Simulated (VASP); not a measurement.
Cl, 4 atoms in the cell. It takes space group Cmce (No. 64, orthorhombic). The conventional cell has a = 5.770 Å, b = 3.639 Å, c = 7.671 Å, α = 90.00°, β = 90.00°, γ = 90.00°. Cl (site symmetry m) has 3 Cl at 2.04 to 2.76 Å within 2.8 Å. 

* Program: VASP 6.6.1
* Task: single point
* Functional: PBEsol
* Potentials or basis: VASP PAW PBE potentials, release 64 (Cl)
* Cutoff: 520 eV
* k mesh: 7 × 7 × 4
* Occupations: fermi-dirac, width 0.05 eV
* Spin: no spin polarisation
* Dipole correction: no
* Further INCAR settings: ALGO = Normal; EDIFF = 1e-06; NBANDS = 22

Potentials or basis: VASP PAW PBE potentials, release 64 (Cl).

The run is started by

```bash
$ cat potpaw_PBE.64/Cl/POTCAR > POTCAR
$ mpirun -np 1 vasp_std > vasp.out
```

Hardware: 1 thread of Intel(R) Xeon(R) 6975P-C (Granite Rapids), with other jobs on the host.

**Question.** Estimate the wall time of this run.

**Answer.** Run time: 37 s on 1 thread of Intel(R) Xeon(R) 6975P-C (Granite Rapids), on a shared host, peak memory 0.22 GiB. Counts: scf iterations 12, k points 48.
